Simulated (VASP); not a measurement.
# Ni (P6/mmm) in VASP: notebook

The runs below take Ni through single point, with LDA.

Program: VASP 6.6.1. These are calculated values, not measurements. Logs are shortened: lines on timing, memory, paths and dates and some standing lists are left out, and cuts for length are marked.

**1. The cell of the first run**

Symmetry: P6/mmm, No. 191, hexagonal system. Conventional cell: a = 3.888 Å, b = 3.888 Å, c = 2.336 Å, α = 90.00°, β = 90.00°, γ = 120.00°. Within 3.1 Å of Ni (site symmetry 6/mmm) lie 14 Ni at 2.34 to 2.53 Å. Ni (site symmetry -6m2) has 11 Ni at 2.24 to 2.53 Å within 3.0 Å.

This isn't the form of Ni at room conditions, which is fcc.

**2. Single point, LDA (10.19 Å³/atom)**

Contents of INCAR:

```
ALGO     = Normal         # electronic algorithm
EDIFF    = 1E-6           # SCF threshold, eV
ENCUT    = 520            # plane-wave cutoff, eV
ISIF     = 2              # what is computed and relaxed
ISMEAR   = -1             # smearing method
LASPH    = T              # aspherical terms in the spheres
LCHARG   = F              # write CHGCAR
LREAL    = F              # projectors in reciprocal space
LWAVE    = F              # write WAVECAR
NBANDS   = 22             # bands
NELM     = 60             # most SCF steps
PREC     = Accurate       # precision mode
SIGMA    = 0.1            # smearing width, eV
```

Contents of KPOINTS:

```
k-points
0
Gamma
  11 11 15
```

Contents of POSCAR:

```
Ni
1.0
    3.8876013078      0.0000000000      0.0000000000
   -1.9438006539      3.3667614924      0.0000000000
    0.0000000000      0.0000000000      2.3362586391
Ni
3
Direct
    1.0000000000      0.0000000000      0.0000000000
    0.3333333333      0.6666666667      0.5000000000
    0.6666666667      0.3333333333      0.5000000000
```

Potentials or basis: VASP PAW LDA potentials, release 64 (Ni).

Run with:

```bash
$ cat potpaw_LDA.64/Ni/POTCAR > POTCAR
$ mpirun -np 1 vasp_std > vasp.out
```

OUTCAR:

```text
EDIFF = 1E-6
   ENCUT = 520
   ISIF = 2
   ISMEAR = -1
   LASPH = T
   LREAL = F
   NELM = 60
   PREC = Accurate

 ion  position               nearest neighbor table
   1  0.000  0.000  0.000-   2 2.53   3 2.53   2 2.53   3 2.53   3 2.53   3 2.53   2 2.53   2 2.53
                             3 2.53   3 2.53   2 2.53   2 2.53
   2  0.333  0.667  0.500-   3 2.24   3 2.24   3 2.24   1 2.53   1 2.53   1 2.53   1 2.53   1 2.53
                             1 2.53
   3  0.667  0.333  0.500-   2 2.24   2 2.24   2 2.24   1 2.53   1 2.53   1 2.53   1 2.53   1 2.53
                             1 2.53

  LATTYP: Found a hexagonal cell.
 ALAT       =     3.8876013078
 C/A-ratio  =     0.6009511918

  Lattice vectors:

 A1 = (   3.8876013078,   0.0000000000,   0.0000000000)
 A2 = (  -1.9438006539,   3.3667614924,   0.0000000000)
 A3 = (   0.0000000000,   0.0000000000,   2.3362586391)

Analysis of symmetry for initial positions (statically):
=====================================================================
 Subroutine PRICEL returns:
 Original cell was already a primitive cell.

 Routine SETGRP: Setting up the symmetry group for a
 hexagonal supercell.

 Subroutine GETGRP returns: Found 24 space group operations
 (whereof 24 operations were pure point group operations)
 out of a pool of 24 trial point group operations.

The static configuration has the point symmetry D_6h.

Analysis of symmetry for dynamics (positions and initial velocities):
=====================================================================
 Subroutine PRICEL returns:
 Original cell was already a primitive cell.

 Routine SETGRP: Setting up the symmetry group for a
 hexagonal supercell.

 Subroutine GETGRP returns: Found 24 space group operations
 (whereof 24 operations were pure point group operations)
 out of a pool of 24 trial point group operations.

The dynamic configuration has the point symmetry D_6h.

 Subroutine INISYM returns: Found 24 space group operations
 (whereof 24 operations are pure point group operations),
 and found     1 'primitive' translations

----------------------------------------------------------------------------------------

                                     Primitive cell

  volume of cell :      30.5784

  direct lattice vectors                    reciprocal lattice vectors
     3.887601308  0.000000000  0.000000000     0.257228023  0.148510669  0.000000000
    -1.943800654  3.366761492  0.000000000     0.000000000  0.297021337  0.000000000
     0.000000000  0.000000000  2.336258639     0.000000000  0.000000000  0.428034800

  length of vectors
     3.887601308  3.887601308  2.336258639     0.297021337  0.297021337  0.428034800

  position of ions in fractional coordinates (direct lattice)
     0.000000000  0.000000000  0.000000000
     0.333333333  0.666666667  0.500000000
     0.666666667  0.333333333  0.500000000

  ion indices of the primitive-cell ions
   primitive index   ion index
                 1           1
                 2           2
                 3           3

----------------------------------------------------------------------------------------

 KPOINTS: k-points

Automatic generation of k-mesh.
 Grid dimensions read from file:
 generate k-points for:   11   11   15

 Generating k-lattice:

  Cartesian coordinates                     Fractional coordinates (reciprocal lattice)
     0.023384366  0.013500970  0.000000000     0.090909091  0.000000000  0.000000000
     0.000000000  0.027001940  0.000000000     0.000000000  0.090909091  0.000000000
     0.000000000  0.000000000  0.028535653     0.000000000  0.000000000  0.066666667

  Length of vectors
     0.027001940  0.027001940  0.028535653

  Shift w.r.t. Gamma in fractional coordinates (k-lattice)
     0.000000000  0.000000000  0.000000000

 Subroutine IBZKPT returns following result:
 ===========================================

 Found    128 irreducible k-points:

 Following reciprocal coordinates:
            Coordinates               Weight
  0.000000  0.000000  0.000000      1.000000
  0.090909 -0.000000  0.000000      6.000000
  0.181818 -0.000000  0.000000      6.000000
  0.272727 -0.000000  0.000000      6.000000
  0.363636  0.000000  0.000000      6.000000
  0.454545 -0.000000  0.000000      6.000000
[... 16 lines left out ...]
  0.090909  0.090909  0.066667     12.000000
  0.181818  0.090909  0.066667     24.000000
 [... further k-points ...]
   k-points           NKPTS =    128   k-points in BZ     NKDIM =    128   number of bands    NBANDS=     22
   number of dos      NEDOS =    301   number of ions     NIONS =      3
   total plane-waves  NPLWV =  16200
   dimension x,y,z NGX =    30 NGY =   30 NGZ =   18
   dimension x,y,z NGXF=    60 NGYF=   60 NGZF=   36
   ions per type =               3
   NGX,Y,Z   is equivalent  to a cutoff of  12.83, 12.83, 12.81 a.u.
   NGXF,Y,Z  is equivalent  to a cutoff of  25.66, 25.66, 25.62 a.u.
 SYSTEM =  unknown system
   PREC   = accura    normal or accurate (medium, high low for compatibility)
   ISTART =      0    job   : 0-new  1-cont  2-samecut
   ICHARG =      2    charge: 1-file 2-atom 10-const
   ISPIN  =      1    spin polarized calculation?
   LNONCOLLINEAR =      F non collinear calculations
   LSORBIT =      F    spin-orbit coupling
   LASPH  =      T    aspherical Exc in radial PAW
   ENCUT  =  520.0 eV  38.22 Ry    6.18 a.u.   7.23  7.23  4.34*2*pi/ulx,y,z
   NELM   =     60;   NELMIN=  2; NELMDL= -5     # of ELM steps
   EDIFF  = 0.1E-05   stopping-criterion for ELM
   LREAL  =      F    real-space projection
   EDIFFG = 0.1E-04   stopping-criterion for IOM
   NSW    =      0    number of steps for IOM
   IBRION =     -1    ionic relax: 0-MD 1-quasi-New 2-CG
   NFREE  =      0    steps in history (QN), initial steepest desc. (CG)
   ISIF   =      2    stress and relaxation
   ISYM   =      2    0-nonsym 1-usesym 2-fastsym
   POTIM  = 0.5000    time-step for ionic-motion
   TEBEG  =    0.0;   TEEND  =   0.0 temperature during run
   PSTRESS=    0.0 pullay stress
   NELECT =      30.0000    total number of electrons
   NUPDOWN=      -1.0000    fix difference up-down
   EMIN   =  10.00;   EMAX   =-10.00  energy-range for DOS
   EFERMI =   0.00;   METHOD = LEGACY
   ISMEAR =    -1;   SIGMA  =   0.10  broadening in eV -4-tet -1-fermi 0-gaus
   EFERMI_NEDOS =   21; number of points for ismear=-14 and -15
   IALGO  =     38    algorithm
   IMIX   =      4    mixing-type and parameters
     AMIX     =   0.40;   BMIX     =  1.00
     AMIX_MAG =   1.60;   BMIX_MAG =  1.00
  volume/ion in A,a.u.               =      10.19        68.78
  Fermi-wavevector in a.u.,A,eV,Ry     =   1.626710  3.074037 36.003558  2.646187
  Thomas-Fermi vector in A             =   2.719625
   LORBIT       =      0    0 simple, 1 ext, 2 COOP (PROOUT), +10 PAW based schemes
   GGA     = CA    functional components
   LHFCALC =     F    Hartree Fock is set to
   AEXX    =    0.0000 exact exchange contribution
   IVDW    =     0    specifies the selected vdW correction
   LEPSILON=     F    determine dielectric tensor
   LRPA    =     F    only Hartree local field effects (RPA)
 non-spin polarized calculation
  energy-cutoff  :      520.00
  volume of cell :       30.58
 maximum number of plane-waves:       855
 NGX is ok and might be reduce to    30
   NGX = 15   NGY = 15   NGZ =  9

 number of electron      30.0000023 magnetization

 Free energy of the ion-electron system (eV)
  ---------------------------------------------------
  ext. energy  EPLUGINS =         0.00000000
  ---------------------------------------------------
  free energy    TOTEN  =       -19.40389532 eV

  energy without entropy =      -19.16182699  energy(sigma->0) =      -19.28286115

 E-fermi :   9.8874     XC(G=0): -13.9929

 val. band max:        9.8855128225   @ k =   0.1818   0.0909   0.0667
 cond. band min:       9.8873683908   @ k =   0.4545   0.0909   0.2667
 fundamental gap:      0.0018555683
 Fermi energy:         9.8873547553

 k-point     1 :       0.0000    0.0000    0.0000
  band No.  band energies     occupation
      1       0.5802      2.00000
      2       5.6163      2.00000
      3       6.8845      2.00000
      4       6.8845      2.00000
      5       6.8972      2.00000
      6       6.8972      2.00000
[... 14 lines left out ...]
     21      19.0263      0.00000
     22      19.1353      0.00000

 k-point     2 :       0.0909   -0.0000    0.0000
  band No.  band energies     occupation
      1       0.6989      2.00000
      2       5.6252      2.00000
      3       6.5364      2.00000
      4       6.7070      2.00000
      5       6.8574      2.00000
      6       7.1817      2.00000
[... 14 lines left out ...]
     21      19.6028      0.00000
     22      20.0577      0.00000

 k-point     3 :       0.1818   -0.0000    0.0000
  band No.  band energies     occupation
      1       1.0501      2.00000
      2       5.5991      2.00000
      3       6.1648      2.00000
      4       6.6030      2.00000
      5       6.6282      2.00000
      6       7.2370      2.00000
[... 14 lines left out ...]
     21      20.7172      0.00000
     22      22.2590      0.00000

 k-point     4 :       0.2727   -0.0000    0.0000
  band No.  band energies     occupation
      1       1.6184      2.00000
      2       5.3993      2.00000
      3       5.8198      2.00000
      4       6.3936      2.00000
      5       6.6387      2.00000
      6       7.1699      2.00000
[... 14 lines left out ...]
     21      22.2127      0.00000
     22      24.7737      0.00000

 k-point     5 :       0.3636    0.0000    0.0000
  band No.  band energies     occupation
      1       2.3740      2.00000
      2       5.0090      2.00000
      3       5.3176      2.00000
      4       6.4565      2.00000
      5       6.7111      2.00000
      6       7.0297      2.00000
[... 417 lines left out ...]
 k-point    22 :       0.4545   -0.0000    0.0667
  band No.  band energies     occupation
      1       3.3746      2.00000
      2       4.3083      2.00000
      3       5.1712      2.00000
      4       6.6780      2.00000
      5       6.7893      2.00000
      6       6.8983      2.00000
[... 14 lines left out ...]
     21      26.1776      0.00000
     22      27.4617      0.00000

 k-point    23 :       0.0909    0.0909    0.0667
  band No.  band energies     occupation
      1       1.0635      2.00000
      2       5.7051      2.00000
      3       6.3234      2.00000
      4       6.4138      2.00000
      5       6.9698      2.00000
      6       7.1279      2.00000
[... 14 lines left out ...]
     21      21.2528      0.00000
     22      21.3077      0.00000

 k-point    24 :       0.1818    0.0909    0.0667
  band No.  band energies     occupation
      1       1.5197      2.00000
      2       5.5822      2.00000
      3       5.9927      2.00000
      4       6.3284      2.00000
      5       6.8575      2.00000
      6       7.2502      2.00000
[... 14 lines left out ...]
     21      22.7465      0.00000
     22      23.7024      0.00000

 [... further k-points ...]
[... 5 lines left out ...]
  --------------------------------------------------------------------------------------
  -------------------------------------------------------------------------------------
  Total       -0.0063885     -0.0063885     -0.0751719      0.0000000      0.0000000      0.0000000
  in kB       -0.3347304     -0.3347304     -3.9386824      0.0000000      0.0000000      0.0000000
  external PRESSURE =      -1.5360477 kB  Pullay stress =       0.0000000 kB

 VOLUME and BASIS-vectors are now :
 -----------------------------------------------------------------------------
  energy-cutoff  :      520.00
  volume of cell :       30.58
      direct lattice vectors                 reciprocal lattice vectors
     3.887601308  0.000000000  0.000000000     0.257228023  0.148510669  0.000000000
    -1.943800654  3.366761492  0.000000000     0.000000000  0.297021337  0.000000000
     0.000000000  0.000000000  2.336258639     0.000000000  0.000000000  0.428034800

 POSITION                                       TOTAL-FORCE (eV/Angst)
 -----------------------------------------------------------------------------------
      0.00000      0.00000      0.00000         0.000000      0.000000      0.000000
     -0.00000      2.24451      1.16813        -0.000000      0.000000      0.000000
      1.94380      1.12225      1.16813         0.000000      0.000000     -0.000000
 -----------------------------------------------------------------------------------
    total drift:                               -0.000000      0.000000      0.000000

  FREE ENERGIE OF THE ION-ELECTRON SYSTEM (eV)
  ---------------------------------------------------
  free  energy   TOTEN  =       -19.4038953174 eV

  energy  without entropy=      -19.1618269889  energy(sigma->0) =      -19.28286115
```

It took 2.4 min on 1 thread of Intel Xeon 8259CL, shared host; peak memory 0.18 GiB.

Results:

| Property | Result |
| --- | --- |
| Free energy | -19.4039 eV |
| Pressure | -0.2 GPa |
| Band gap on the k mesh | zero (bands 15 and 16 overlap by 0.62 eV) |

Stress tensor (GPa, compression positive):
```
-0.03  0.00  0.00
 0.00 -0.03  0.00
 0.00  0.00 -0.39
```

Caveat: the run has no spin polarisation, though such a crystal can be magnetic. Spin polarisation is off, so any magnetic state and its effect on volume and gap are missing.

**3. Single point, LDA (10.60 Å³/atom)**

This run uses another cell than the first one, of 10.60 Å³/atom.

Contents of INCAR:

```
  ALGO = Normal
  EDIFF = 1E-6
  ENCUT = 520
  GGA = CA
  ISIF = 2
  ISMEAR = -1
  LASPH = True
  LCHARG = False
  LREAL = False
  LWAVE = False
  NBANDS = 22
  NELM = 60
  PREC = Accurate
  SIGMA = 0.1
```

KPOINTS is that of step 2.

Contents of POSCAR:

```
Ni
1.0
    3.9387598233      0.0000000000      0.0000000000
   -1.9693799117      3.4110660664      0.0000000000
    0.0000000000      0.0000000000      2.3670024099
Ni
3
Direct
    1.0000000000      0.0000000000      0.0000000000
    0.3333333333      0.6666666667      0.5000000000
    0.6666666667      0.3333333333      0.5000000000
```

Potentials or basis: VASP PAW LDA potentials, release 64 (Ni).

Run with:

```bash
$ cat potpaw_LDA.64/Ni/POTCAR > POTCAR
$ mpirun -np 1 vasp_std > vasp.out
```

It took 2.3 min on 1 thread of Intel Xeon 8259CL, shared host; peak memory 0.18 GiB.

Results (log left out):

| Quantity | Value |
| --- | --- |
| Free energy | -19.3688 eV |
| Pressure | -8.8 GPa |
| Band gap on the k mesh | zero (bands 15 and 16 overlap by 0.56 eV) |

Levels at points of the mesh, in eV from the Fermi level:
```tsv
k point	band 12	band 13	band 14	band 15	band 16	band 17	band 18	band 19	band 20	band 21
(0.00, 0.00, 0.00)	-1.08	-1.03	-1.03	0.09	0.09	6.47	6.47	6.49	6.49	8.77
```

Caveat: the cell stands under tension; the run has no spin polarisation, though such a crystal can be magnetic.

**4. Single point, LDA (11.01 Å³/atom)**

This run uses another cell than the first one, of 11.01 Å³/atom.

Contents of INCAR:

```
  PREC = Accurate
  ENCUT = 520
  EDIFF = 1E-6
  ISMEAR = -1
  SIGMA = 0.1
  LREAL = False
  LASPH = True
  NELM = 80
  ALGO = Normal
  ISIF = 2
  LWAVE = False
  LCHARG = True
  GGA = CA
  LELF = True
  LVHAR = True
  NBANDS = 22
```

Contents of KPOINTS:

```
regular mesh
0
Gamma
  11 11 15
```

Contents of POSCAR:

```
Ni
1.0
    3.9886228360      0.0000000000      0.0000000000
   -1.9943114180      3.4542487021      0.0000000000
    0.0000000000      0.0000000000      2.3969676468
Ni
3
Direct
    1.0000000000      0.0000000000      0.0000000000
    0.3333333333      0.6666666667      0.5000000000
    0.6666666667      0.3333333333      0.5000000000
```

Run with:

```bash
$ cat potpaw_LDA.64/Ni/POTCAR > POTCAR
$ mpirun -np 1 vasp_std > vasp.out
```

Wall time 2.4 min (1 thread of Intel Xeon 8259CL, shared host); peak memory 0.19 GiB.

The run converged. Its results:

```
Free energy            : -19.2751 eV
Pressure               : -15.6 GPa
Band gap on the k mesh : zero (bands 15 and 16 overlap by 0.53 eV)
```

Stress tensor (GPa, compression positive):
```
-15.69   0.00   0.00
  0.00 -15.69   0.00
  0.00   0.00 -15.43
```

Levels at points of the mesh, in eV from the Fermi level:
```tsv
k point	band 13	band 14	band 15	band 16	band 17	band 18	band 19	band 20
(0.00, 0.00, 0.00)	-0.97	-0.97	0.08	0.08	6.30	6.30	6.31	6.31
```

Caveat: the cell stands under tension; the run has no spin polarisation, though such a crystal can be magnetic. Spin polarisation is off, so any magnetic state and its effect on volume and gap are missing.

**5. Summary**

```tsv
cell	gap on the mesh (eV)	pressure (GPa)
a = 3.888, b = 3.888, c = 2.336 Å, angles 90.0, 90.0, 120.0°, 3 atoms	none	-0.2
a = 3.939, b = 3.939, c = 2.367 Å, angles 90.0, 90.0, 120.0°, 3 atoms	none	-8.8
a = 3.989, b = 3.989, c = 2.397 Å, angles 90.0, 90.0, 120.0°, 3 atoms	none	-15.6
```

Alike in all rows: task single point; level LDA; potentials or basis VASP PAW LDA potentials, release 64 (Ni); no spin polarisation; k mesh 11 × 11 × 15; cutoff (eV) 520; smearing fermi-dirac 0.1 eV.

Caveats: the run has no spin polarisation, though such a crystal can be magnetic; the cell stands under tension (at least some runs).

Absolute energies hang on the potentials; compare differences alone.
